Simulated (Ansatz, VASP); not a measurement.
This is a calculation of MgS for VASP 6.6.1.

INCAR

```
SYSTEM = MgS
ALGO     = Normal         ! electronic algorithm
EDIFF    = 1E-7           ! SCF threshold, eV
ENCUT    = 520            ! plane-wave cutoff, eV
ISIF     = 2              ! what is computed and relaxed
ISMEAR   = -1             ! smearing method
LASPH    = .TRUE.         ! aspherical terms in the spheres
LCHARG   = .TRUE.         ! write CHGCAR
LELF     = .TRUE.         ! ELF
LREAL    = .FALSE.        ! projectors in reciprocal space
LVHAR    = .TRUE.       
LWAVE    = .FALSE.        ! write WAVECAR
NBANDS   = 16             ! bands
NELM     = 100            ! most SCF steps
PREC     = Accurate       ! precision mode
SIGMA    = 0.05           ! smearing width, eV
```

KPOINTS

```
k-points
0
G
  8 8 4
  0 0 0
```

The input POSCAR:

```
MgS
1.0
    4.0613425392      0.0000000000      0.0000000000
   -2.0306712696      3.5172258124      0.0000000000
    0.0000000000      0.0000000000      6.4748933962
S Mg
2 2
Direct
    0.6666666667      0.3333333333      0.8792441500
    0.3333333333      0.6666666667      0.3792441500
    0.3333333333      0.6666666667      0.9957548500
    0.6666666667      0.3333333333      0.4957548500
```

Potentials or basis: VASP PAW LDA potentials, release 64 (S, Mg).

Command:

```bash
$ cat potpaw_LDA.64/S/POTCAR potpaw_LDA.64/Mg/POTCAR > POTCAR
$ mpirun -np 1 vasp_std > vasp.out
```

Task: Translate it to Ansatz 0.2.0. Potentials there: Ansatz PAW.

Result: As run (the cutoff follows the program's own potentials):

input.yaml

```yaml
crystal:
  lattice:
    - [4.0613425392, 0.0, 0.0]
    - [-2.0306712696, 3.5172258124, 0.0]
    - [0.0, 0.0, 6.4748933962]
  atoms:
    - { symbol: S, position: [0.6666666667, 0.3333333333, 0.87924415] }
    - { symbol: S, position: [0.3333333333, 0.6666666667, 0.37924415] }
    - { symbol: Mg, position: [0.3333333333, 0.6666666667, 0.99575485] }
    - { symbol: Mg, position: [0.6666666667, 0.3333333333, 0.49575485] }
hamiltonian:
  xc: lda
  pseudopotentials: { kind: paw }
kpoints:
  mp_grid: { grid: [8, 8, 4] }
scf:
  occupations: { method: fermi_dirac, width: 0.05 }
output:
  forces: true
  stress: true
  eigenvalues: true
```

Potentials or basis: Ansatz PAW.

Command:

```console
$ ansatz run input.yaml --threads 2 --pin off --max-ram 5632MiB --backend cpu --events-out ev --progress --plain --runs-dir out
```

Both were run:

|  | VASP | Ansatz | Ansatz less VASP |
| --- | --- | --- | --- |
| gap on the k mesh at the Fermi level (eV) | 3.06 | 3.05 | -0.010 |
| least direct gap on the mesh (eV) | 3.06 | 3.05 | -0.010 |
| pressure (GPa) | -3.4 | -3.1 | +0.31 |
| traceless stress, the component that is largest in VASP (GPa) | -0.07 | -0.08 | -0.008 |
| rms of the force components (eV/Å) | 0.032 | 0.031 | -0.0008 |

LDA's correlation is that of Perdew and Zunger in VASP and of Perdew and Wang (1992) in Ansatz. Atom by atom the forces differ by 0.001 eV/Å (rms over components). VASP's potentials hold 16 valence electrons a cell and Ansatz's 32, so a difference there can come from the potentials and not from the codes.
